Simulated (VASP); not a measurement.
A run of VASP 6.6.1:

Contents of INCAR:

```
SYSTEM = Nb
PREC     = Accurate       ! precision mode
ENCUT    = 400            ! plane-wave cutoff, eV
EDIFF    = 1E-6           ! SCF threshold, eV
ISMEAR   = -1             ! smearing method
SIGMA    = 0.1            ! smearing width, eV
LREAL    = .FALSE.        ! projectors in reciprocal space
LASPH    = .TRUE.         ! aspherical terms in the spheres
NELM     = 120            ! most SCF steps
ALGO     = Normal         ! electronic algorithm
ISIF     = 2              ! what is computed and relaxed
LWAVE    = .FALSE.        ! write WAVECAR
LCHARG   = .FALSE.        ! write CHGCAR
GGA      = PS             ! functional
NBANDS   = 54             ! bands
GGA_COMPAT= .FALSE.
```

The input KPOINTS:

```
Automatic mesh
0
G
  2 2 2
  0 0 0
```

Contents of POSCAR:

```
Nb
1.0
   -3.3279000000      3.3279000000      3.3279000000
    3.3279000000     -3.3279000000      3.3279000000
    3.3279000000      3.3279000000     -3.3279000000
Nb
7
Direct
    0.0000000000      0.0000000000      0.2354160281
    0.0000000000      0.4650972084      0.0013516031
    0.0000000000      0.5412386189      0.4639550467
    0.4650972084      0.0000000000      0.0013516031
    0.5412386189      0.0000000000      0.4639550467
    0.4587613811      0.4587613811     -0.0772835722
    0.5349027916      0.5349027916      0.5362543947
```

Potentials or basis: VASP PAW PBE potentials, release 64 (Nb_sv).

Run with:

```bash
$ cat potpaw_PBE.64/Nb_sv/POTCAR > POTCAR
$ mpirun -np 1 vasp_std > vasp.out
```

Hardware: 1 thread of Intel(R) Xeon(R) Platinum 8259CL CPU @ 2.50GHz (Skylake/Cascade Lake) (shared host).

Estimate the wall time of this run.

Wall time 36 s on 1 thread of Intel(R) Xeon(R) Platinum 8259CL CPU @ 2.50GHz (Skylake/Cascade Lake), with other jobs on the host, peak memory 0.22 GiB. Counts: scf iterations 15, k points 4.
